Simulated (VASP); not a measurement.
# ZnS (R3m) in VASP: a series of runs

The runs below take ZnS through single point, with PBE, r2SCAN.

All numbers are computed with VASP 6.6.1; they aren't measurements. Logs are shortened: lines on timing, memory, paths and dates and some standing lists are left out, and cuts for length are marked.

### 1 The cell of the first run

It takes space group R3m (No. 160, trigonal). The conventional cell has a = 3.659 Å, b = 3.659 Å, c = 9.578 Å, α = 90.00°, β = 90.00°, γ = 120.00°. Within 3.0 Å of Zn (site symmetry 3m) lie 4 S at 2.29 to 2.31 Å. S (site symmetry 3m) has 4 Zn at 2.29 to 2.31 Å within 3.0 Å.

### 2 Single point, PBE (epitaxial 111 strain -4.0%)

Contents of INCAR:

```
PREC = Accurate ; ENCUT = 520
EDIFF = 1E-6 ; ISMEAR = -1
SIGMA = 0.02 ; LREAL = False
LASPH = True ; NELM = 60
ALGO = Normal ; ISIF = 2
LWAVE = False ; LCHARG = False
GGA = PE ; NBANDS = 16
```

Contents of KPOINTS:

```
regular mesh
0
Gamma
  8 8 8
```

Contents of POSCAR:

```
ZnS
1.0
    0.1185751349      2.7057057616      2.7057057616
    2.7057057616      0.1185751349      2.7057057616
    2.7057057616      2.7057057616      0.1185751349
Zn S
1 1
Direct
    0.0042657143      0.0042657143      0.0042657143
    0.2457342857      0.2457342857      0.2457342857
```

Potentials or basis: VASP PAW PBE potentials, release 64 (Zn, S).

Command:

```console
> cat potpaw_PBE.64/Zn/POTCAR potpaw_PBE.64/S/POTCAR > POTCAR
> mpirun -np 1 vasp_std > vasp.out
```

OUTCAR:

```text
PREC = Accurate
   ENCUT = 520
   EDIFF = 1E-6
   ISMEAR = -1
   LREAL = False
   LASPH = True
   NELM = 60
   ISIF = 2
   GGA = PE

 ion  position               nearest neighbor table
   1  0.004  0.004  0.004-   2 2.29   2 2.29   2 2.29   2 2.31
   2  0.246  0.246  0.246-   1 2.29   1 2.29   1 2.29   1 2.31

  LATTYP: Found a trigonal (rhomboedric) cell.
 ALAT       =     3.8282825652
 COS(alpha) =     0.5433023853

  Lattice vectors:

 A1 = (   0.1185751349,   2.7057057616,   2.7057057616)
 A2 = (   2.7057057616,   0.1185751349,   2.7057057616)
 A3 = (   2.7057057616,   2.7057057616,   0.1185751349)

Analysis of symmetry for initial positions (statically):
=====================================================================
 Subroutine PRICEL returns:
 Original cell was already a primitive cell.

 Routine SETGRP: Setting up the symmetry group for a
 trigonal (rhombohedral) supercell.

 Subroutine GETGRP returns: Found  6 space group operations
 (whereof  6 operations were pure point group operations)
 out of a pool of 12 trial point group operations.

The static configuration has the point symmetry C_3v.

Analysis of symmetry for dynamics (positions and initial velocities):
=====================================================================
 Subroutine PRICEL returns:
 Original cell was already a primitive cell.

 Routine SETGRP: Setting up the symmetry group for a
 trigonal (rhombohedral) supercell.

 Subroutine GETGRP returns: Found  6 space group operations
 (whereof  6 operations were pure point group operations)
 out of a pool of 12 trial point group operations.

The dynamic configuration has the point symmetry C_3v.

 Subroutine INISYM returns: Found  6 space group operations
 (whereof  6 operations are pure point group operations),
 and found     1 'primitive' translations

----------------------------------------------------------------------------------------

                                     Primitive cell

  volume of cell :      37.0136

  direct lattice vectors                    reciprocal lattice vectors
     0.118575135  2.705705762  2.705705762    -0.197408318  0.189120290  0.189120290
     2.705705762  0.118575135  2.705705762     0.189120290 -0.197408318  0.189120290
     2.705705762  2.705705762  0.118575135     0.189120290  0.189120290 -0.197408318

  length of vectors
[... 80 lines left out ...]
   ENCUT  =  520.0 eV  38.22 Ry    6.18 a.u.   7.12  7.12  7.12*2*pi/ulx,y,z
   NELM   =     60;   NELMIN=  2; NELMDL= -5     # of ELM steps
   EDIFF  = 0.1E-05   stopping-criterion for ELM
   LREAL  =      F    real-space projection
   EDIFFG = 0.1E-04   stopping-criterion for IOM
   NSW    =      0    number of steps for IOM
   IBRION =     -1    ionic relax: 0-MD 1-quasi-New 2-CG
   NFREE  =      0    steps in history (QN), initial steepest desc. (CG)
   ISIF   =      2    stress and relaxation
   ISYM   =      2    0-nonsym 1-usesym 2-fastsym
   POTIM  = 0.5000    time-step for ionic-motion
   TEBEG  =    0.0;   TEEND  =   0.0 temperature during run
   PSTRESS=    0.0 pullay stress
   NELECT =      18.0000    total number of electrons
   NUPDOWN=      -1.0000    fix difference up-down
   EMIN   =  10.00;   EMAX   =-10.00  energy-range for DOS
   EFERMI =   0.00;   METHOD = LEGACY
   ISMEAR =    -1;   SIGMA  =   0.02  broadening in eV -4-tet -1-fermi 0-gaus
   EFERMI_NEDOS =   21; number of points for ismear=-14 and -15
   IALGO  =     38    algorithm
   IMIX   =      4    mixing-type and parameters
     AMIX     =   0.40;   BMIX     =  1.00
     AMIX_MAG =   1.60;   BMIX_MAG =  1.00
  volume/ion in A,a.u.               =      18.51       124.89
  Fermi-wavevector in a.u.,A,eV,Ry     =   1.287396  2.432825 22.550130  1.657388
  Thomas-Fermi vector in A             =   2.419413
   LORBIT       =      0    0 simple, 1 ext, 2 COOP (PROOUT), +10 PAW based schemes
   GGA     = PE    functional components
   LHFCALC =     F    Hartree Fock is set to
   AEXX    =    0.0000 exact exchange contribution
   IVDW    =     0    specifies the selected vdW correction
   LEPSILON=     F    determine dielectric tensor
   LRPA    =     F    only Hartree local field effects (RPA)
 non-spin polarized calculation
  energy-cutoff  :      520.00
  volume of cell :       37.01
 maximum number of plane-waves:      1009
   NGX = 15   NGY = 15   NGZ = 15

 number of electron      17.9999995 magnetization

 Free energy of the ion-electron system (eV)
  ---------------------------------------------------
  ext. energy  EPLUGINS =         0.00000000
  ---------------------------------------------------
  free energy    TOTEN  =        -6.74604897 eV

  energy without entropy =       -6.74604897  energy(sigma->0) =       -6.74604897

 E-fermi :   3.2458     XC(G=0):  -9.9404

 val. band max:        2.8700635175   @ k =   0.0000   0.0000   0.0000
 cond. band min:       5.0005077911   @ k =   0.0000   0.0000   0.0000
 fundamental gap:      2.1304442736
 Fermi energy:         3.2458384719

 k-point     1 :       0.0000    0.0000    0.0000
  band No.  band energies     occupation
      1     -10.8684      2.00000
      2      -3.9271      2.00000
      3      -3.8576      2.00000
      4      -3.8576      2.00000
      5      -3.3144      2.00000
      6      -3.3144      2.00000
[... 433 lines left out ...]
      3      -3.7630      2.00000
      4      -3.7496      2.00000
      5      -3.3208      2.00000
      6      -3.2961      2.00000
[... 8 lines left out ...]
     15      14.7346      0.00000
     16      15.9617      0.00000

 [... further k-points ...]

------------------------ aborting loop because EDIFF is reached ----------------------------------------

  FORCE on cell =-STRESS in cart. coord.  units (eV):
  Direction    XX          YY          ZZ          XY          YZ          ZX
  --------------------------------------------------------------------------------------
  -------------------------------------------------------------------------------------
  Total        1.6648925      1.6648925      1.6648925     -0.5211160     -0.5211160     -0.5211160
  in kB       72.0669226     72.0669226     72.0669226    -22.5571488    -22.5571488    -22.5571488
  external PRESSURE =      72.0669226 kB  Pullay stress =       0.0000000 kB

 VOLUME and BASIS-vectors are now :
 -----------------------------------------------------------------------------
  energy-cutoff  :      520.00
  volume of cell :       37.01
      direct lattice vectors                 reciprocal lattice vectors
     0.118575135  2.705705762  2.705705762    -0.197408318  0.189120290  0.189120290
     2.705705762  0.118575135  2.705705762     0.189120290 -0.197408318  0.189120290
     2.705705762  2.705705762  0.118575135     0.189120290  0.189120290 -0.197408318

 POSITION                                       TOTAL-FORCE (eV/Angst)
 -----------------------------------------------------------------------------------
      0.02359      0.02359      0.02359         0.013179      0.013179      0.013179
      1.35891      1.35891      1.35891        -0.013179     -0.013179     -0.013179
 -----------------------------------------------------------------------------------
    total drift:                               -0.000084     -0.000084     -0.000084

  FREE ENERGIE OF THE ION-ELECTRON SYSTEM (eV)
  ---------------------------------------------------
  free  energy   TOTEN  =        -6.7460489697 eV

  energy  without entropy=       -6.7460489697  energy(sigma->0) =       -6.74604897
```

OSZICAR:

```text
N       E                     dE             d eps       ncg     rms          rms(c)
DAV:   1     0.903139925022E+02    0.90314E+02   -0.90378E+03  2104   0.139E+03
DAV:   2    -0.132440743926E+01   -0.91638E+02   -0.85273E+02  2344   0.263E+02
DAV:   3    -0.712703842637E+01   -0.58026E+01   -0.57746E+01  2632   0.650E+01
DAV:   4    -0.718716262972E+01   -0.60124E-01   -0.60109E-01  2568   0.669E+00
DAV:   5    -0.718782182218E+01   -0.65919E-03   -0.65918E-03  2688   0.687E-01    0.775E+00
DAV:   6    -0.677072635960E+01    0.41710E+00   -0.75124E-01  3136   0.313E+01    0.597E+00
DAV:   7    -0.674665616222E+01    0.24070E-01   -0.27688E-01  2568   0.492E+00    0.295E+00
DAV:   8    -0.674578920094E+01    0.86696E-03   -0.62658E-03  2680   0.118E+00    0.770E-01
DAV:   9    -0.674590213188E+01   -0.11293E-03   -0.14939E-03  2584   0.300E-01    0.872E-02
DAV:  10    -0.674602764565E+01   -0.12551E-03   -0.17353E-04  2608   0.980E-02    0.438E-02
DAV:  11    -0.674604811594E+01   -0.20470E-04   -0.41067E-05  2464   0.525E-02    0.107E-02
DAV:  12    -0.674604896968E+01   -0.85374E-06   -0.28533E-06  2768   0.175E-02
   1 F= -.67460490E+01 E0= -.67460490E+01  d E =-.214652E-10
```

stdout:

```text
POSCAR found type information on POSCAR ZnS
 POSCAR found :  2 types and       2 ions
 scaLAPACK will be used
 LDA part: xc-table for (Slater+PW92), standard interpolation
 POSCAR, INCAR and KPOINTS ok, starting setup
 FFT: planning ... GRIDC
 FFT: planning ... GRID_SOFT
 FFT: planning ... GRID
 WAVECAR not read
 entering main loop
```

Run time: 22 s. Hardware: 1 thread of AMD EPYC 9R45 (Zen 5), shared host; peak memory 0.14 GiB.

What came out:

```
Free energy            : -6.7460 eV
Pressure               : 7.2 GPa
Largest force          : 0.023 eV/Å
Band gap on the k mesh : 2.13 eV, direct
```

Forces on the atoms (eV/Å):
```
Zn   0.013  0.013  0.013
S   -0.013 -0.013 -0.013
```

Caveat: the cell differs from its parent crystal (epitaxial 111 strain -4.0%).

### 3 Single point, r2SCAN (epitaxial 111 strain -4.0%)

POSCAR is that of step 2.

Contents of INCAR.step1:

```
SYSTEM = ZnS
PREC = Accurate ; ENCUT = 520
ISMEAR = 0 ; SIGMA = 0.01
LREAL = .False. ; LASPH = .True.
NELM = 60 ; NBANDS = 16
GGA = PE ; ALGO = Normal
EDIFF = 1E-4 ; LWAVE = .True.
LCHARG = .False.
```

Contents of INCAR.step2:

```
SYSTEM = ZnS
PREC = Accurate ; ENCUT = 520
EDIFF = 1E-7 ; ISMEAR = 0
SIGMA = 0.01 ; LREAL = .False.
LASPH = .True. ; NELM = 60
ALGO = Normal ; ISIF = 2
LWAVE = .False. ; LCHARG = .False.
METAGGA = R2SCAN ; LMIXTAU = .True.
NBANDS = 16 ; ISTART = 1
```

Contents of KPOINTS:

```
Automatic mesh
0
Gamma
  8 8 8
  0 0 0
```

Potentials or basis: VASP PAW PBE potentials, release 64 (Zn, S).

Command:

```console
> cat potpaw_PBE.64/Zn/POTCAR potpaw_PBE.64/S/POTCAR > POTCAR
> cp INCAR.step1 INCAR
> mpirun -np 1 vasp_std > vasp.out
> cp INCAR.step2 INCAR
> mpirun -np 1 vasp_std > vasp.out
```

Wall time 89 s (1 thread of AMD EPYC 9R45 (Zen 5), shared host); peak memory 0.16 GiB.

Results (log left out):

- Free energy: -18.7995 eV
- Pressure: 4.8 GPa
- Largest force: 0.004 eV/Å
- Band gap on the k mesh: 2.69 eV, direct

Forces on the atoms (eV/Å):
```
Zn   0.002  0.002  0.002
S   -0.002 -0.002 -0.002
```

Stress tensor (GPa, compression positive):
```
 4.83 -2.40 -2.40
-2.40  4.83 -2.40
-2.40 -2.40  4.83
```

Levels at points of the mesh, in eV from the valence-band top:
| k point | band 7 | band 8 | band 9 | band 10 | band 11 | band 12 |
| --- | --- | --- | --- | --- | --- | --- |
| (0.00, 0.00, 0.00) | -0.46 | 0.00 | 0.00 | 2.69 | 6.26 | 7.05 |
| (0.50, 0.00, 0.00) | -5.88 | -1.40 | -1.01 | 3.58 | 7.00 | 7.17 |
| (0.50, 0.50, 0.00) | -5.01 | -2.90 | -2.40 | 3.26 | 4.48 | 11.78 |
| (0.50, 0.50, 0.50) | -6.05 | -0.88 | -0.88 | 4.40 | 7.64 | 7.64 |

Caveat: the cell differs from its parent crystal (epitaxial 111 strain -4.0%); the PAW data sets were made with another functional, which shifts forces and pressure a little.
